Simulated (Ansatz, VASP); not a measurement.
# TiTe2 in VASP and in Ansatz

```
Ti Te
1.0
     0.00000    3.39633    3.39633
     3.39633    0.00000    3.39633
     3.39633    3.39633    0.00000
Ti Te
1 2
Cartesian
  0.0000 0.0000 0.0000
  1.6982 1.6982 1.6982
  5.0945 5.0945 5.0945
```

Alike in both runs: task single point; functional PBE; k mesh 10 × 10 × 10; occupations gaussian, width 0.05 eV; no spin polarisation.

```csv
,VASP,Ansatz
version,VASP 6.6.1,Ansatz 0.2.0
potentials or method,"VASP PAW PBE potentials, release 64 (Ti_sv, Te), cutoff 520 eV","scalar-relativistic, plane waves, PAW"
valence electrons in the cell,24,44
```

|  | VASP | Ansatz | Ansatz less VASP |
| --- | --- | --- | --- |
| gap on the k mesh at the Fermi level (eV) | none | none | - |
| pressure (GPa) | 2.8 | 2.7 | -0.04 |

A gap of «none» marks a metal or a gap that the smearing closes. VASP's potentials hold 24 valence electrons a cell and Ansatz's 44, so a difference there can come from the potentials and not from the codes.

Spin-orbit coupling is off throughout.
